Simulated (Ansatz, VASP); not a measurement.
**One calculation of GaN, two programs**

```xyz
4
Lattice="3.2174 0.0000 0.0000 -1.6087 2.7863 0.0000 0.0000 0.0000 5.2394" Properties=species:S:1:pos:R:3 pbc="T T T"
Ga    1.6087    0.9288    2.6151
Ga    0.0000    1.8576    5.2348
N     1.6087    0.9288    4.5891
N     0.0000    1.8576    1.9694
```

Alike in both runs: functional PBE; k mesh 6 × 6 × 4; occupations gaussian, width 0.1 eV; no spin polarisation.

Ansatz relaxed the structure, and its values are those at the end. VASP's run is a single point on that final structure, the one shown.

|  | VASP | Ansatz |
| --- | --- | --- |
| version | VASP 6.6.1 | Ansatz 0.2.0 |
| potentials or method | VASP PAW PBE potentials, release 64 (Ga_d, N), cutoff 520 eV | scalar-relativistic, plane waves, PAW |
| valence electrons in the cell | 36 | 36 |

|  | VASP | Ansatz | Ansatz less VASP |
| --- | --- | --- | --- |
| gap on the k mesh at the Fermi level (eV) | 1.73 | 1.72 | -0.006 |
| least direct gap on the mesh (eV) | 1.73 | 1.72 | -0.006 |
| pressure (GPa) | 0.3 | 0.2 | -0.12 |
